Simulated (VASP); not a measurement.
Input of a VASP 6.6.1 run:

Contents of INCAR:

```
ALGO = Normal
EDIFF = 1E-6
ENCUT = 520
GGA = PE
ISIF = 2
ISMEAR = -1
LASPH = T
LCHARG = T
LELF = T
LREAL = F
LVHAR = T
LWAVE = F
NBANDS = 7
NELM = 80
PREC = Accurate
SIGMA = 0.05
```

Contents of KPOINTS:

```
k-points
0
Gamma
  16 16 16
```

Contents of POSCAR:

```
Mg
1.0
   -1.4765000000      1.4765000000      1.5207950000
    1.4765000000     -1.4765000000      1.5207950000
    1.4765000000      1.4765000000     -1.5207950000
Mg
1
Direct
    0.0000000000      0.0000000000      0.0000000000
```

Potentials or basis: VASP PAW PBE potentials, release 64 (Mg).

Run with:

```bash
$ cat potpaw_PBE.64/Mg/POTCAR > POTCAR
$ mpirun -np 1 vasp_std > vasp.out
```

Task: Estimate the pressure.

Result: 56.8 GPa.

Task: Estimate the band gap on the k mesh.

Result: Zero (bands 1 and 2 overlap by 4.68 eV).

Stress tensor (GPa, compression positive):
```
57.57  0.00  0.00
 0.00 57.57  0.00
 0.00  0.00 55.40
```

Caveat: the cell differs from its parent crystal (zz strain of +3 %); the cell stands under pressure.
